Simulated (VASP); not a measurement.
Here is a VASP 6.6.1 calculation.

INCAR

```
PREC = Accurate ; ENCUT = 600
EDIFF = 1E-6 ; ISMEAR = 0
SIGMA = 0.1 ; LREAL = False
LASPH = True ; NELM = 80
ALGO = Normal ; ISIF = 3
LWAVE = False ; LCHARG = False
GGA = PS ; IBRION = 2
NSW = 90 ; EDIFFG = -0.04
```

Contents of KPOINTS:

```
Automatic mesh
0
Gamma
  6 6 4
```

Contents of POSCAR:

```
Si
1.0
    3.1514818068      0.0000000000      0.0000000000
   -1.5757409034      2.7292633042      0.0000000000
    0.0000000000      0.0000000000      5.1150218733
Si
2
Direct
    0.3333333333      0.6666666667      0.2500000000
    0.6666666667      0.3333333333      0.7500000000
```

Potentials or basis: VASP PAW PBE potentials, release 64 (Si).

Command:

```bash
$ cat potpaw_PBE.64/Si/POTCAR > POTCAR
$ mpirun -np 1 vasp_std > vasp.out
```

Q: Predict the space group after relaxing (to 0.05 Å).

A: P6_3/mmc (No. 194).

Q: What does it give for the relaxed cell?

A: a = 2.721 Å, b = 2.721 Å, c = 4.393 Å, α = 90.00°, β = 90.00°, γ = 120.00°.

Q: What does it give for the relaxed volume?

A: 14.08 Å³/atom.

Q: Predict the band gap on the k mesh.

A: Zero (band 4 reaches 18.60 eV, above the bottom of band 5 at 6.78 eV).

Final structure:
```
CELL_PARAMETERS angstrom
2.72099 0.00000 0.00000
-1.36050 2.35645 0.00000
0.00000 0.00000 4.39307
ATOMIC_POSITIONS crystal
Si 0.33333 0.66667 0.25000
Si 0.66667 0.33333 0.75000
```

Caveat: the k points lie up to 0.44 Å⁻¹ apart in the final cell; the volume moved by over 15 % at a fixed basis, so the end points are rough; the PAW data sets were made with another functional, which shifts forces and pressure a little.
